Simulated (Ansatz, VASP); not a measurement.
## Two plane-wave programs on Fe

```xyz
1
Lattice="0.0000 1.8278 1.8278 1.8278 0.0000 1.8278 1.8278 1.8278 0.0000" Properties=species:S:1:pos:R:3 pbc="T T T"
Fe    0.0000    0.0000    0.0000
```

Alike in both runs: task relaxation of cell and atoms; functional PBE; k mesh 20 × 20 × 20; occupations gaussian, width 0.1 eV; collinear spin.

|  | VASP | Ansatz |
| --- | --- | --- |
| version | VASP 6.6.1 | Ansatz 0.2.0 |
| potentials or method | VASP PAW PBE potentials, release 64 (Fe), cutoff 600 eV | scalar-relativistic, plane waves, PAW |
| valence electrons in the cell | 8 | 16 |

|  | VASP | Ansatz | Ansatz less VASP |
| --- | --- | --- | --- |
| gap on the k mesh at the Fermi level, each at its own relaxed structure (eV) | none | none | - |
| net moment per atom (μB) | 2.60 | 2.60 | +0.002 |
| size of the moment on the site where the two differ most (μB) | 2.60 | 2.65 | +0.048 |
| relaxed volume (Å³/atom) | 12.04 | 12.06 | +0.021 |
| relaxed cell length with the largest relative difference (Å) | 2.573 | 2.574 | +0.0015 |

Site moments also hang on the region over which each program counts them. A gap of «none» marks a metal or a gap that the smearing closes. VASP's potentials hold 8 valence electrons a cell and Ansatz's 16, so a difference there can come from the potentials and not from the codes.
